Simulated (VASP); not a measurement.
# SnSe2 (P-3m1) in VASP: notebook

The runs below take SnSe2 through single point, with PBE+D3(BJ).

Everything below comes from runs of VASP 6.6.1. Logs are shortened: lines on timing, memory, paths and dates and some standing lists are left out, and cuts for length are marked.

### Step 1. The cell of the first run

It takes space group P-3m1 (No. 164, trigonal). The conventional cell has a = 3.506 Å, b = 3.506 Å, c = 6.382 Å, α = 90.00°, β = 90.00°, γ = 120.00°. Within 3.6 Å of Sn (site symmetry -3m) lie 6 Se at 2.58 Å and 6 Sn at 3.51 Å. Within 3.6 Å of Se (site symmetry 3m) lie 3 Sn at 2.58 Å and 6 Se at 3.51 Å.

### Step 2. Single point, PBE+D3(BJ) (strain -0.080 along x and y, +0.040 along z)

File INCAR:

```
ALGO = Normal
EDIFF = 1E-6
ENCUT = 520
GGA = PE
ISIF = 2
ISMEAR = 0
IVDW = 12
LASPH = True
LCHARG = False
LREAL = False
LWAVE = False
NBANDS = 20
NELM = 80
PREC = Accurate
SIGMA = 0.05
```

File KPOINTS:

```
k-points
0
Gamma
  9 9 6
```

File POSCAR:

```
SnSe2
1.0
    3.5061188790      0.0000000000      0.0000000000
   -1.7530594395      3.0363880179      0.0000000000
    0.0000000000      0.0000000000      6.3824800000
Sn Se
1 2
Direct
    0.0000000000      0.0000000000      0.0000000000
    0.3333333333      0.6666666667      0.2500000000
    0.6666666667      0.3333333333      0.7500000000
```

Potentials or basis: VASP PAW PBE potentials, release 64 (Sn_d, Se).

Command:

```bash
cat potpaw_PBE.64/Sn_d/POTCAR potpaw_PBE.64/Se/POTCAR > POTCAR
mpirun -np 1 vasp_std > vasp.out
```

OUTCAR:

```text
EDIFF = 1E-6
   ENCUT = 520
   GGA = PE
   ISIF = 2
   ISMEAR = 0
   IVDW = 12
   LASPH = True
   LREAL = False
   NELM = 80
   PREC = Accurate
 IVDW          = 12

 ion  position               nearest neighbor table
   1  0.000  0.000  0.000-   2 2.58   3 2.58   2 2.58   3 2.58   3 2.58   2 2.58
   2  0.333  0.667  0.250-   1 2.58   1 2.58   1 2.58
   3  0.667  0.333  0.750-   1 2.58   1 2.58   1 2.58

  LATTYP: Found a hexagonal cell.
 ALAT       =     3.5061188790
 C/A-ratio  =     1.8203832272

  Lattice vectors:

 A1 = (   3.5061188790,   0.0000000000,   0.0000000000)
 A2 = (  -1.7530594395,   3.0363880179,   0.0000000000)
 A3 = (   0.0000000000,   0.0000000000,   6.3824800000)

Analysis of symmetry for initial positions (statically):
=====================================================================
 Subroutine PRICEL returns:
 Original cell was already a primitive cell.

 Routine SETGRP: Setting up the symmetry group for a
 hexagonal supercell.

 Subroutine GETGRP returns: Found 12 space group operations
 (whereof 12 operations were pure point group operations)
 out of a pool of 24 trial point group operations.

The static configuration has the point symmetry D_3d.

Analysis of symmetry for dynamics (positions and initial velocities):
=====================================================================
 Subroutine PRICEL returns:
 Original cell was already a primitive cell.

 Routine SETGRP: Setting up the symmetry group for a
 hexagonal supercell.

 Subroutine GETGRP returns: Found 12 space group operations
 (whereof 12 operations were pure point group operations)
 out of a pool of 24 trial point group operations.

The dynamic configuration has the point symmetry D_3d.

 Subroutine INISYM returns: Found 12 space group operations
 (whereof 12 operations are pure point group operations),
 and found     1 'primitive' translations

----------------------------------------------------------------------------------------

                                     Primitive cell

  volume of cell :      67.9475

[... 82 lines left out ...]
   ISTART =      0    job   : 0-new  1-cont  2-samecut
   ICHARG =      2    charge: 1-file 2-atom 10-const
   ISPIN  =      1    spin polarized calculation?
   LNONCOLLINEAR =      F non collinear calculations
   LSORBIT =      F    spin-orbit coupling
   LASPH  =      T    aspherical Exc in radial PAW
   ENCUT  =  520.0 eV  38.22 Ry    6.18 a.u.   6.52  6.52 11.87*2*pi/ulx,y,z
   NELM   =     80;   NELMIN=  2; NELMDL= -5     # of ELM steps
   EDIFF  = 0.1E-05   stopping-criterion for ELM
   LREAL  =      F    real-space projection
   EDIFFG = 0.1E-04   stopping-criterion for IOM
   NSW    =      0    number of steps for IOM
   IBRION =     -1    ionic relax: 0-MD 1-quasi-New 2-CG
   NFREE  =      0    steps in history (QN), initial steepest desc. (CG)
   ISIF   =      2    stress and relaxation
   ISYM   =      2    0-nonsym 1-usesym 2-fastsym
   POTIM  = 0.5000    time-step for ionic-motion
   TEBEG  =    0.0;   TEEND  =   0.0 temperature during run
   PSTRESS=    0.0 pullay stress
   NELECT =      26.0000    total number of electrons
   NUPDOWN=      -1.0000    fix difference up-down
   EMIN   =  10.00;   EMAX   =-10.00  energy-range for DOS
   EFERMI =   0.00;   METHOD = LEGACY
   ISMEAR =     0;   SIGMA  =   0.05  broadening in eV -4-tet -1-fermi 0-gaus
   EFERMI_NEDOS =   21; number of points for ismear=-14 and -15
   IALGO  =     38    algorithm
   IMIX   =      4    mixing-type and parameters
     AMIX     =   0.40;   BMIX     =  1.00
     AMIX_MAG =   1.60;   BMIX_MAG =  1.00
  volume/ion in A,a.u.               =      22.65       152.84
  Fermi-wavevector in a.u.,A,eV,Ry     =   1.188525  2.245986 19.219462  1.412591
  Thomas-Fermi vector in A             =   2.324652
   LORBIT       =      0    0 simple, 1 ext, 2 COOP (PROOUT), +10 PAW based schemes
   GGA     = PE    functional components
   LHFCALC =     F    Hartree Fock is set to
   AEXX    =    0.0000 exact exchange contribution
   IVDW    =    12    specifies the selected vdW correction
   LEPSILON=     F    determine dielectric tensor
   LRPA    =     F    only Hartree local field effects (RPA)
 non-spin polarized calculation
 Gauss-broadening in eV      SIGMA  =   0.05
  energy-cutoff  :      520.00
  volume of cell :       67.95
 maximum number of plane-waves:      1859
 NGX is ok and might be reduce to    28
   NGX = 13   NGY = 13   NGZ = 23

 number of electron      26.0000003 magnetization

 Free energy of the ion-electron system (eV)
  ---------------------------------------------------
  ext. energy  EPLUGINS =         0.00000000
  ---------------------------------------------------
  free energy    TOTEN  =       -10.96532352 eV

  energy without entropy =      -10.96532352  energy(sigma->0) =      -10.96532352

 E-fermi :   6.1877     XC(G=0): -10.0323

 val. band max:        5.9893440084   @ k =   0.1111  -0.0000   0.1667
 cond. band min:       6.3852614443   @ k =   0.0000   0.4444   0.3333
 fundamental gap:      0.3959174359
 Fermi energy:         6.1876692458

 k-point     1 :       0.0000    0.0000    0.0000
  band No.  band energies     occupation
      1     -15.8329      2.00000
      2     -15.8329      2.00000
      3     -15.7514      2.00000
      4     -15.7198      2.00000
      5     -15.7198      2.00000
      6      -9.4778      2.00000
[... 541 lines left out ...]
     19      13.6922      0.00000
     20      15.1105      0.00000

 [... further k-points ...]

------------------------ aborting loop because EDIFF is reached ----------------------------------------

 Edisp (eV)   -1.23259

 E8    (eV) :    -0.5379

  FORCE on cell =-STRESS in cart. coord.  units (eV):
  Direction    XX          YY          ZZ          XY          YZ          ZX
  --------------------------------------------------------------------------------------
  -------------------------------------------------------------------------------------
  Total       8.33816     8.33816     4.43840     0.00000    -0.00000     0.00000
  in kB     196.61088   196.61088   104.65581     0.00000    -0.00000     0.00000
  external pressure =      165.96 kB  Pullay stress =        0.00 kB

 VOLUME and BASIS-vectors are now :
 -----------------------------------------------------------------------------
  energy-cutoff  :      520.00
  volume of cell :       67.95
      direct lattice vectors                 reciprocal lattice vectors
     3.506118879  0.000000000  0.000000000     0.285215657  0.164669336  0.000000000
    -1.753059440  3.036388018  0.000000000     0.000000000  0.329338673  0.000000000
     0.000000000  0.000000000  6.382480000     0.000000000  0.000000000  0.156678909

 POSITION                                       TOTAL-FORCE (eV/Angst)
 -----------------------------------------------------------------------------------
      0.00000      0.00000      0.00000        -0.000000      0.000000      0.000000
     -0.00000      2.02426      1.59562         0.000000      0.000000      1.489908
      1.75306      1.01213      4.78686        -0.000000     -0.000000     -1.489908
 -----------------------------------------------------------------------------------
    total drift:                               -0.000000     -0.000000     -0.000000

  FREE ENERGIE OF THE ION-ELECTRON SYSTEM (eV)
  ---------------------------------------------------
  free  energy   TOTEN  =       -12.1979115097 eV

  energy  without entropy=      -12.1979115096  energy(sigma->0) =      -12.19791151
```

OSZICAR:

```text
N       E                     dE             d eps       ncg     rms          rms(c)
DAV:   1     0.215573854378E+03    0.21557E+03   -0.12396E+04  2568   0.157E+03
DAV:   2     0.134288185122E+02   -0.20215E+03   -0.19503E+03  2580   0.415E+02
DAV:   3    -0.104041542681E+02   -0.23833E+02   -0.23132E+02  3088   0.117E+02
DAV:   4    -0.112315550629E+02   -0.82740E+00   -0.82561E+00  2956   0.223E+01
DAV:   5    -0.112502239080E+02   -0.18669E-01   -0.18667E-01  3420   0.356E+00    0.644E+00
DAV:   6    -0.110067399793E+02    0.24348E+00   -0.38468E-01  3784   0.737E+00    0.408E+00
DAV:   7    -0.109657538969E+02    0.40986E-01   -0.20399E-01  3268   0.328E+00    0.829E-01
DAV:   8    -0.109651246234E+02    0.62927E-03   -0.16471E-02  3204   0.130E+00    0.346E-01
DAV:   9    -0.109653058258E+02   -0.18120E-03   -0.19480E-03  2848   0.287E-01    0.900E-02
DAV:  10    -0.109652968536E+02    0.89722E-05   -0.15086E-04  3224   0.102E-01    0.306E-02
DAV:  11    -0.109653215996E+02   -0.24746E-04   -0.44356E-05  2808   0.514E-02    0.742E-03
DAV:  12    -0.109653232430E+02   -0.16434E-05   -0.17083E-06  2564   0.160E-02    0.558E-03
DAV:  13    -0.109653235204E+02   -0.27736E-06   -0.84100E-07  2304   0.665E-03
   1 F= -.12197912E+02 E0= -.12197912E+02  d E =-.109120E-09
```

Wall time 56 s (1 thread of AMD EPYC 9R45 (Zen 5), shared host); peak memory 0.21 GiB.

What came out:

- Free energy: -12.1979 eV
- Pressure: 16.6 GPa
- Largest force: 1.490 eV/Å
- Band gap on the k mesh: 0.40 eV (least direct gap 1.20 eV)
- Dispersion energy per atom: -0.411 eV

Forces in eV/Å, atoms in the order of the input:
```
Sn   0.000  0.000  0.000
Se   0.000  0.000  1.490
Se   0.000  0.000 -1.490
```

Stress tensor (GPa, compression positive):
```
19.66  0.00  0.00
 0.00 19.66  0.00
 0.00  0.00 10.47
```

Levels at points of the mesh, in eV from the valence-band top:
| k point | band 9 | band 10 | band 11 | band 12 | band 13 | band 14 | band 15 | band 16 | band 17 | band 18 |
| --- | --- | --- | --- | --- | --- | --- | --- | --- | --- | --- |
| (0.00, 0.00, 0.00) | -1.37 | -0.54 | -0.54 | -0.15 | -0.15 | 1.80 | 3.55 | 5.09 | 5.09 | 6.97 |
| (0.00, 0.00, 0.50) | -3.48 | -0.61 | -0.61 | -0.04 | -0.04 | 3.46 | 3.56 | 4.90 | 4.90 | 7.74 |

Caveat: the cell differs from its parent crystal (strain -0.080 along x and y, +0.040 along z); the cell stands under pressure; spin-orbit coupling is left out, which moves the levels of the heavy elements; an odd mesh through Γ misses points on the zone boundary, where band edges can lie; forces of over 1 eV/Å act on the atoms, so gaps and moduli don't describe the material at rest.

### Step 3. Single point, PBE+D3(BJ) (strain +0.000 along x and y, -0.080 along z)

File INCAR:

```
SYSTEM = SnSe2
PREC = Accurate ; ENCUT = 520
EDIFF = 1E-6 ; ISMEAR = 0
SIGMA = 0.05 ; LREAL = .FALSE.
LASPH = .TRUE. ; NELM = 80
ALGO = Normal ; ISIF = 2
LWAVE = .FALSE. ; LCHARG = .FALSE.
GGA = PE ; IVDW = 12
NBANDS = 20
```

File KPOINTS:

```
Automatic mesh
0
G
  9 9 6
  0 0 0
```

File POSCAR:

```
SnSe2
1.0
    3.8109987816      0.0000000000      0.0000000000
   -1.9054993908      3.3004217586      0.0000000000
    0.0000000000      0.0000000000      5.6460400000
Sn Se
1 2
Direct
    0.0000000000      0.0000000000      0.0000000000
    0.3333333333      0.6666666667      0.2500000000
    0.6666666667      0.3333333333      0.7500000000
```

Potentials or basis: VASP PAW PBE potentials, release 64 (Sn_d, Se).

Command:

```bash
cat potpaw_PBE.64/Sn_d/POTCAR potpaw_PBE.64/Se/POTCAR > POTCAR
mpirun -np 1 vasp_std > vasp.out
```

It took 50 s on 1 thread of AMD EPYC 9R45 (Zen 5), shared host; peak memory 0.2 GiB.

It converged, with:

* Free energy: -12.5099 eV
* Pressure: 10.4 GPa
* Largest force: 2.003 eV/Å
* Band gap on the k mesh: 0.33 eV (least direct gap 0.46 eV)
* Dispersion energy per atom: -0.393 eV

Forces in eV/Å, atoms in the order of the input:
```
Sn   0.000  0.000  0.000
Se   0.000  0.000  2.003
Se   0.000  0.000 -2.003
```

Stress tensor (GPa, compression positive):
```
 8.87  0.00  0.00
 0.00  8.87  0.00
 0.00  0.00 13.38
```

Levels at points of the mesh, in eV from the valence-band top:
| k point | band 9 | band 10 | band 11 | band 12 | band 13 | band 14 | band 15 | band 16 | band 17 | band 18 |
| --- | --- | --- | --- | --- | --- | --- | --- | --- | --- | --- |
| (0.00, 0.00, 0.00) | -1.68 | -1.68 | -1.38 | -1.38 | 0.00 | 0.46 | 1.96 | 4.00 | 4.00 | 8.19 |
| (0.00, 0.00, 0.50) | -2.63 | -1.80 | -1.80 | -1.14 | -1.14 | 1.84 | 2.08 | 3.53 | 3.53 | 7.41 |

Caveat: the cell differs from its parent crystal (strain +0.000 along x and y, -0.080 along z); the cell stands under pressure; spin-orbit coupling is left out, which moves the levels of the heavy elements; an odd mesh through Γ misses points on the zone boundary, where band edges can lie; forces of over 1 eV/Å act on the atoms, so gaps and moduli don't describe the material at rest.
